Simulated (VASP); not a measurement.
A run of VASP 6.6.1 is set up as follows.

Contents of INCAR:

```
SYSTEM = Ba2B
PREC = Accurate
ENCUT = 600
EDIFF = 1E-7
ISMEAR = 0
SIGMA = 0.1
LREAL = .False.
LASPH = .True.
NELM = 100
ALGO = Normal
ISIF = 3
LWAVE = .False.
LCHARG = .False.
GGA = PE
IBRION = 2
NSW = 100
EDIFFG = -0.01
```

KPOINTS

```
Automatic mesh
0
Gamma
  6 6 6
  0 0 0
```

Contents of POSCAR:

```
Ba2B
1.0
    4.1057042624      2.3704294611      3.4768484574
   -4.1057042624      2.3704294611      3.4768484574
    0.0000000000     -4.7408589222      3.4768484574
Ba B
4 2
Direct
    0.0000000000      0.0000000000      0.0000000000
    0.7491569434      0.2508430566      0.5000000000
    0.2508430566      0.5000000000      0.7491569434
    0.5000000000      0.7491569434      0.2508430566
    0.2816994047      0.2816994047      0.2816994047
    0.7183005953      0.7183005953      0.7183005953
```

Potentials or basis: VASP PAW PBE potentials, release 64 (Ba_sv, B).

The run is started by

```sh
$ cat potpaw_PBE.64/Ba_sv/POTCAR potpaw_PBE.64/B/POTCAR > POTCAR
$ mpirun -np 1 vasp_std > vasp.out
```

Q: What does it give for the relaxed cell?

A: a = 5.951 Å, b = 5.951 Å, c = 5.951 Å, α = 88.71°, β = 88.71°, γ = 88.71°.

Q: Estimate the space group after relaxing (to 0.1 Å).

A: R32 (No. 155).

Q: Estimate the relaxed volume.

A: 35.10 Å³/atom.

Final structure:
```
Ba B
1.0
     4.16032    2.40196    3.51260
    -4.16032    2.40196    3.51260
     0.00000   -4.80393    3.51260
Ba B
4 2
Direct
  0.00000 0.00000 0.00000
  0.74947 0.25053 0.50000
  0.25053 0.50000 0.74947
  0.50000 0.74947 0.25053
  0.28295 0.28295 0.28295
  0.71705 0.71705 0.71705
```
